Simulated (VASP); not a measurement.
# YAl2N3 (P3m1) in VASP: further runs

YAl2N3 is run at these levels: PBE; tasks: single point.

Everything below comes from runs of VASP 6.6.1. Logs are shortened: lines on timing, memory, paths and dates and some standing lists are left out, and cuts for length are marked.

## 1. The cell of the first run

It takes space group P3m1 (No. 156, trigonal). Conventional cell: a = 3.300 Å, b = 3.300 Å, c = 8.318 Å, α = 90.00°, β = 90.00°, γ = 120.00°. Y (site symmetry 3m) has 4 N at 2.15 to 2.33 Å within 2.8 Å. Within 2.5 Å of Al (site symmetry 3m) lie 4 N at 1.91 to 2.00 Å. Al (site symmetry 3m) has 4 N at 1.89 to 1.99 Å within 2.5 Å. Within 2.6 Å of N (site symmetry 3m) lie 3 Al at 2.00 Å and 1 Y at 2.33 Å. Within 2.5 Å of N (site symmetry 3m) lie 1 Al at 1.89 Å and 3 Y at 2.15 Å. N (site symmetry 3m) has 4 Al at 1.91 to 1.99 Å within 2.5 Å.

## 2. Single point, PBE

INCAR reads:

```
SYSTEM = YAl2N3
PREC = Accurate
ENCUT = 520
EDIFF = 1E-6
ISMEAR = 0
SIGMA = 0.1
LREAL = .FALSE.
LASPH = .TRUE.
NELM = 80
ALGO = Normal
ISIF = 2
LWAVE = .FALSE.
LCHARG = .FALSE.
GGA = PE
NBANDS = 25
```

KPOINTS reads:

```
regular mesh
0
G
  6 6 2
  0 0 0
```

POSCAR reads:

```
YAl2N3
1.0
    3.2995159981      0.0000000000      0.0000000000
   -1.6497579991      2.8574646746      0.0000000000
    0.0000000000      0.0000000000      8.3177511854
Y Al N
1 2 3
Direct
    0.3333333333      0.6666666667      0.6669540428
    0.0000000000      0.0000000000      0.0197096050
    0.6666666667      0.3333333333      0.3193833932
    0.3333333333      0.6666666667      0.9474239271
    0.6666666667      0.3333333333      0.5471098870
    0.0000000000      0.0000000000      0.2494191450
```

Potentials or basis: VASP PAW PBE potentials, release 64 (Y_sv, Al, N).

The run is started by

```
$ cat potpaw_PBE.64/Y_sv/POTCAR potpaw_PBE.64/Al/POTCAR potpaw_PBE.64/N/POTCAR > POTCAR
$ mpirun -np 1 vasp_std > vasp.out
```

OUTCAR:

```text
SYSTEM = YAl2N3
   PREC = Accurate
   ENCUT = 520
   EDIFF = 1E-6
   ISMEAR = 0
   LREAL = .FALSE.
   LASPH = .TRUE.
   NELM = 80
   ISIF = 2
   GGA = PE

 ion  position               nearest neighbor table
   1  0.333  0.667  0.667-   5 2.15   5 2.15   5 2.15   4 2.33   3 3.46   3 3.46   3 3.46   2 3.50
                             2 3.50   2 3.50
   2  0.000  0.000  0.020-   6 1.91   4 2.00   4 2.00   4 2.00   3 3.14   3 3.14   3 3.14   1 3.50
                             1 3.50   1 3.50
   3  0.667  0.333  0.319-   5 1.89   6 1.99   6 1.99   6 1.99   2 3.14   2 3.14   2 3.14   1 3.46
                             1 3.46   1 3.46
   4  0.333  0.667  0.947-   2 2.00   2 2.00   2 2.00   1 2.33
   5  0.667  0.333  0.547-   3 1.89   1 2.15   1 2.15   1 2.15
   6  0.000  0.000  0.249-   2 1.91   3 1.99   3 1.99   3 1.99

  LATTYP: Found a hexagonal cell.
 ALAT       =     3.2995159981
 C/A-ratio  =     2.5209003958

  Lattice vectors:

 A1 = (   3.2995159981,   0.0000000000,   0.0000000000)
 A2 = (  -1.6497579991,   2.8574646746,   0.0000000000)
 A3 = (   0.0000000000,   0.0000000000,   8.3177511854)

Analysis of symmetry for initial positions (statically):
=====================================================================
 Subroutine PRICEL returns:
 Original cell was already a primitive cell.

 Routine SETGRP: Setting up the symmetry group for a
 hexagonal supercell.

 Subroutine GETGRP returns: Found  6 space group operations
 (whereof  6 operations were pure point group operations)
 out of a pool of 24 trial point group operations.

The static configuration has the point symmetry C_3v.

Analysis of symmetry for dynamics (positions and initial velocities):
=====================================================================
 Subroutine PRICEL returns:
 Original cell was already a primitive cell.

 Routine SETGRP: Setting up the symmetry group for a
 hexagonal supercell.

 Subroutine GETGRP returns: Found  6 space group operations
 (whereof  6 operations were pure point group operations)
 out of a pool of 24 trial point group operations.

The dynamic configuration has the point symmetry C_3v.

 Subroutine INISYM returns: Found  6 space group operations
 (whereof  6 operations are pure point group operations),
 and found     1 'primitive' translations

----------------------------------------------------------------------------------------

                                     Primitive cell
[... 90 lines left out ...]
   EDIFFG = 0.1E-04   stopping-criterion for IOM
   NSW    =      0    number of steps for IOM
   IBRION =     -1    ionic relax: 0-MD 1-quasi-New 2-CG
   NFREE  =      0    steps in history (QN), initial steepest desc. (CG)
   ISIF   =      2    stress and relaxation
   ISYM   =      2    0-nonsym 1-usesym 2-fastsym
   POTIM  = 0.5000    time-step for ionic-motion
   TEBEG  =    0.0;   TEEND  =   0.0 temperature during run
   PSTRESS=    0.0 pullay stress
   NELECT =      32.0000    total number of electrons
   NUPDOWN=      -1.0000    fix difference up-down
   EMIN   =  10.00;   EMAX   =-10.00  energy-range for DOS
   EFERMI =   0.00;   METHOD = LEGACY
   ISMEAR =     0;   SIGMA  =   0.10  broadening in eV -4-tet -1-fermi 0-gaus
   EFERMI_NEDOS =   21; number of points for ismear=-14 and -15
   IALGO  =     38    algorithm
   IMIX   =      4    mixing-type and parameters
     AMIX     =   0.40;   BMIX     =  1.00
     AMIX_MAG =   1.60;   BMIX_MAG =  1.00
  volume/ion in A,a.u.               =      13.07        88.20
  Fermi-wavevector in a.u.,A,eV,Ry     =   1.214262  2.294623 20.060875  1.474433
  Thomas-Fermi vector in A             =   2.349688
   LORBIT       =      0    0 simple, 1 ext, 2 COOP (PROOUT), +10 PAW based schemes
   GGA     = PE    functional components
   LHFCALC =     F    Hartree Fock is set to
   AEXX    =    0.0000 exact exchange contribution
   IVDW    =     0    specifies the selected vdW correction
   LEPSILON=     F    determine dielectric tensor
   LRPA    =     F    only Hartree local field effects (RPA)
 non-spin polarized calculation
 Gauss-broadening in eV      SIGMA  =   0.10
  energy-cutoff  :      520.00
  volume of cell :       78.42
 maximum number of plane-waves:      2142
 NGX is ok and might be reduce to    28
   NGX = 13   NGY = 13   NGZ = 31

 number of electron      31.9999999 magnetization

 Free energy of the ion-electron system (eV)
  ---------------------------------------------------
  ext. energy  EPLUGINS =         0.00000000
  ---------------------------------------------------
  free energy    TOTEN  =       -46.03971120 eV

  energy without entropy =      -46.03971120  energy(sigma->0) =      -46.03971120

 E-fermi :   5.0279     XC(G=0): -10.4939

 val. band max:        4.4424683220   @ k =   0.3333   0.3333   0.0000
 cond. band min:       6.5355138856   @ k =   0.0000   0.0000   0.0000
 fundamental gap:      2.0930455636
 Fermi energy:         5.0278720981

 k-point     1 :       0.0000    0.0000    0.0000
  band No.  band energies     occupation
      1     -35.7737      2.00000
      2     -16.1472      2.00000
      3     -15.4992      2.00000
      4     -15.4992      2.00000
      5      -9.7569      2.00000
      6      -8.4501      2.00000
[... 381 lines left out ...]
     24      13.8612      0.00000
     25      14.4810      0.00000

------------------------ aborting loop because EDIFF is reached ----------------------------------------

  FORCE on cell =-STRESS in cart. coord.  units (eV):
  Direction    XX          YY          ZZ          XY          YZ          ZX
  --------------------------------------------------------------------------------------
  -------------------------------------------------------------------------------------
  Total       -0.2969583     -0.2969583     -0.0796963      0.0000000      0.0000000     -0.0000000
  in kB       -6.0669313     -6.0669313     -1.6282139      0.0000000      0.0000000     -0.0000000
  external PRESSURE =      -4.5873588 kB  Pullay stress =       0.0000000 kB

 VOLUME and BASIS-vectors are now :
 -----------------------------------------------------------------------------
  energy-cutoff  :      520.00
  volume of cell :       78.42
      direct lattice vectors                 reciprocal lattice vectors
     3.299515998  0.000000000  0.000000000     0.303074754  0.174980291  0.000000000
    -1.649757999  2.857464675  0.000000000     0.000000000  0.349960582  0.000000000
     0.000000000  0.000000000  8.317751185     0.000000000  0.000000000  0.120224803

 POSITION                                       TOTAL-FORCE (eV/Angst)
 -----------------------------------------------------------------------------------
     -0.00000      1.90498      5.54756        -0.000000     -0.000000     -0.023303
      0.00000      0.00000      0.16394         0.000000     -0.000000     -0.019071
      1.64976      0.95249      2.65655        -0.000000      0.000000     -0.025211
     -0.00000      1.90498      7.88044        -0.000000     -0.000000      0.036424
      1.64976      0.95249      4.55072         0.000000      0.000000      0.008656
      0.00000      0.00000      2.07461         0.000000     -0.000000      0.022506
 -----------------------------------------------------------------------------------
    total drift:                                0.000000     -0.000000      0.000163

  FREE ENERGIE OF THE ION-ELECTRON SYSTEM (eV)
  ---------------------------------------------------
  free  energy   TOTEN  =       -46.0397111956 eV

  energy  without entropy=      -46.0397111956  energy(sigma->0) =      -46.03971120
```

OSZICAR:

```text
N       E                     dE             d eps       ncg     rms          rms(c)
DAV:   1     0.140622424553E+03    0.14062E+03   -0.15200E+04   708   0.118E+03
DAV:   2    -0.424398698817E+02   -0.18306E+03   -0.16912E+03   893   0.271E+02
DAV:   3    -0.546829454368E+02   -0.12243E+02   -0.12138E+02  1139   0.631E+01
DAV:   4    -0.550943051301E+02   -0.41136E+00   -0.41113E+00   952   0.924E+00
DAV:   5    -0.550990761068E+02   -0.47710E-02   -0.47708E-02  1007   0.107E+00    0.427E+01
DAV:   6    -0.459269531853E+02    0.91721E+01   -0.35301E+01   885   0.343E+01    0.345E+01
DAV:   7    -0.460504532889E+02   -0.12350E+00   -0.30317E+00   920   0.874E+00    0.198E+01
DAV:   8    -0.460505384466E+02   -0.85158E-04   -0.33015E-01   893   0.389E+00    0.150E+00
DAV:   9    -0.460397622607E+02    0.10776E-01   -0.59886E-02   975   0.128E+00    0.580E-01
DAV:  10    -0.460396626875E+02    0.99573E-04   -0.48813E-03   952   0.496E-01    0.247E-01
DAV:  11    -0.460396810342E+02   -0.18347E-04   -0.10556E-03  1031   0.246E-01    0.124E-01
DAV:  12    -0.460396959333E+02   -0.14899E-04   -0.20424E-04   904   0.988E-02    0.588E-02
DAV:  13    -0.460397111491E+02   -0.15216E-04   -0.10805E-04  1016   0.588E-02    0.224E-02
DAV:  14    -0.460397111956E+02   -0.46499E-07   -0.57507E-06  1000   0.185E-02
   1 F= -.46039711E+02 E0= -.46039711E+02  d E =-.205095E-17
```

stdout:

```text
POSCAR found type information on POSCAR Y AlN
 POSCAR found :  3 types and       6 ions
 scaLAPACK will be used
 LDA part: xc-table for (Slater+PW92), standard interpolation
 POSCAR, INCAR and KPOINTS ok, starting setup
 FFT: planning ... GRIDC
 FFT: planning ... GRID_SOFT
 FFT: planning ... GRID
 WAVECAR not read
 entering main loop
```

Wall time 24 s (1 thread of Intel Xeon 6975P-C (Granite Rapids), shared host); peak memory 0.23 GiB.

What came out:

```
Free energy            : -46.0397 eV
Pressure               : -0.5 GPa
Largest force          : 0.036 eV/Å
Band gap on the k mesh : 2.09 eV, indirect (least direct gap 2.62 eV)
```

Forces in eV/Å, atoms in the order of the input:
```
Y    0.000  0.000 -0.023
Al   0.000  0.000 -0.019
Al   0.000  0.000 -0.025
N    0.000  0.000  0.036
N    0.000  0.000  0.009
N    0.000  0.000  0.023
```

Levels at points of the mesh, in eV from the valence-band top:
| k point | band 12 | band 13 | band 14 | band 15 | band 16 | band 17 | band 18 | band 19 | band 20 | band 21 |
| --- | --- | --- | --- | --- | --- | --- | --- | --- | --- | --- |
| (0.00, 0.00, 0.00) | -0.80 | -0.80 | -0.79 | -0.53 | -0.53 | 2.09 | 4.68 | 5.52 | 5.52 | 5.86 |
| (0.50, 0.00, 0.00) | -1.89 | -1.46 | -1.35 | -0.55 | -0.46 | 2.68 | 3.80 | 4.87 | 5.73 | 7.59 |
| (0.00, 0.00, 0.50) | -1.09 | -0.88 | -0.88 | -0.47 | -0.47 | 2.91 | 3.83 | 5.53 | 5.53 | 6.14 |
| (0.50, 0.00, 0.50) | -2.01 | -1.29 | -1.13 | -0.68 | -0.55 | 2.86 | 3.33 | 4.61 | 6.79 | 7.14 |

A k mesh can miss the band edges. A hybrid or GW would open this gap; PBE tends to underestimate it.

(Continued in part 2 of 2.)
